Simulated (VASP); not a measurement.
CoSn2: relaxation of cell and atoms with PBEsol

Crystal: CoSn2.

```
Co Sn
1.0
    -2.98545    2.98545    2.56030
     2.98545   -2.98545    2.56030
     2.98545    2.98545   -2.56030
Co Sn
2 4
Direct
  0.25000 0.25000 0.00000
  0.75000 0.75000 0.00000
  0.66555 0.16555 0.83111
  0.16555 0.33445 0.50000
  0.33445 0.83445 0.16889
  0.83445 0.66555 0.50000
```

```yaml
Program: VASP 6.6.1
Task: relaxation of cell and atoms
Functional: PBEsol
Potentials_or_basis: VASP PAW PBE potentials, release 64 (Co, Sn_d)
Cutoff: 600 eV
k_mesh: 10 × 10 × 10
Occupations: gaussian, width 0.1 eV
Spin: no spin polarisation
Target_pressure: 25 GPa
Dipole_correction: no
Further_INCAR_settings: ALGO = Fast; EDIFF = 1e-07; IBRION = 2; EDIFFG = -0.008; NSW = 70; ISIF = 3
```

```yaml
Relaxed_volume: 15.32 Å³/atom
Relaxed_cell: a = 4.949 Å, b = 4.949 Å, c = 4.949 Å, α = 105.61°, β = 105.61°, γ = 117.50°
Space_group_after_relaxing_to_0.1_Å: I4/mcm (No. 140)
Energy_change_on_relaxing_the_run_minimises_the_enthalpy: -18.0 meV/atom
Ionic_steps: 7
Pressure_after_relaxing: 25.0 GPa
Band_gap_on_the_k_mesh: zero (bands 37 and 38 overlap by 1.65 eV)
```

The path:
```tsv
step	energy change (eV)	largest force (eV/Å)	pressure (GPa)	volume (Å³)
1	0.0000	0.0969	26.72	91.28
2	-0.3255	0.0096	21.20	93.45
3	-0.1148	0.0610	24.85	91.99
4	-0.1111	0.0620	24.93	91.96
5	-0.1057	0.0140	25.00	91.93
6	-0.1046	0.0043	25.02	91.92
7	-0.1077	0.0001	25.02	91.94
```

Final structure:
```xyz
6
Lattice="-2.9921 2.9921 2.5675 2.9921 -2.9921 2.5675 2.9921 2.9921 -2.5675" Properties=species:S:1:pos:R:3 pbc="T T T"
Co    0.0000    0.0000    1.2837
Co    0.0000    0.0000    3.8512
Sn    0.9871    3.9792    0.0000
Sn    2.0050    0.9871    0.0000
Sn    2.0050   -0.9871    2.5675
Sn    0.9871    2.0050    2.5675
```

Levels at points of the mesh, in eV from the Fermi level:
```
           k point  band 33  band 34  band 35  band 36  band 37  band 38  band 39  band 40  band 41  band 42
(0.00, 0.00, 0.00)    -2.48    -1.68    -1.46    -1.24    -0.73    -0.73     0.56     0.58     0.87     0.87
(0.50, 0.00, 0.00)    -1.31    -1.31    -0.90    -0.90     0.25     0.25     2.55     2.55     3.70     3.70
(0.50, 0.50, 0.00)    -1.83    -1.41    -1.29    -0.88    -0.73     0.90     1.11     2.10     3.61     4.22
(0.50, 0.50, 0.50)    -1.14    -0.87    -0.87     0.31     0.83     1.83     2.80     2.80     3.10     3.61
```

It took 23 min on 1 thread of Intel(R) Xeon(R) 6975P-C (Granite Rapids), on a shared host, peak memory 0.52 GiB.

Caveat: the cell is relaxed towards a set pressure, so the run minimises the enthalpy, not the energy; the PAW data sets were made with another functional, which shifts forces and pressure a little; spin-orbit coupling is left out, which moves the levels of the heavy elements; the run has no spin polarisation, though such a crystal can be magnetic. Zero-point motion and thermal expansion aren't in these numbers.
